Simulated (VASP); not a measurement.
SnS2:

```
Sn S
1.0
     3.67431    0.00000    0.00000
    -1.83715    3.18204    0.00000
     0.00000    0.00000    6.22883
Sn S
1 2
Direct
  0.00000 0.00000 0.00000
  0.33333 0.66667 0.23465
  0.66667 0.33333 0.76535
```

Base run:

| Property | Result |
| --- | --- |
| Program | VASP 6.6.1 |
| Functional | PBE |
| Potentials or basis | VASP PAW PBE potentials, release 64 (Sn_d, S) |
| Cutoff | 500 eV |
| k mesh | 6 × 6 × 4 |
| Occupations | gaussian, width 0.1 eV |
| Spin | no spin polarisation |

Its results: band gap on the k mesh 1.60 eV, indirect (least direct gap 1.89 eV); pressure 2.1 GPa; largest force 0.231 eV/Å.

Q: The run is repeated on the same cell with these changes: k mesh from 6 × 6 × 4 to 3 × 3 × 2. What comes out?

A: Band gap on the k mesh 2.13 eV, indirect (least direct gap 2.14 eV); pressure 3.1 GPa; largest force 0.122 eV/Å.

Caveats: some runs use coarse meshes; spin-orbit coupling is left out, which moves the levels of the heavy elements; this functional lacks dispersion, which binds the layers, so the pressure and a relaxed spacing across them are unreliable.

A k mesh can miss the band edges.
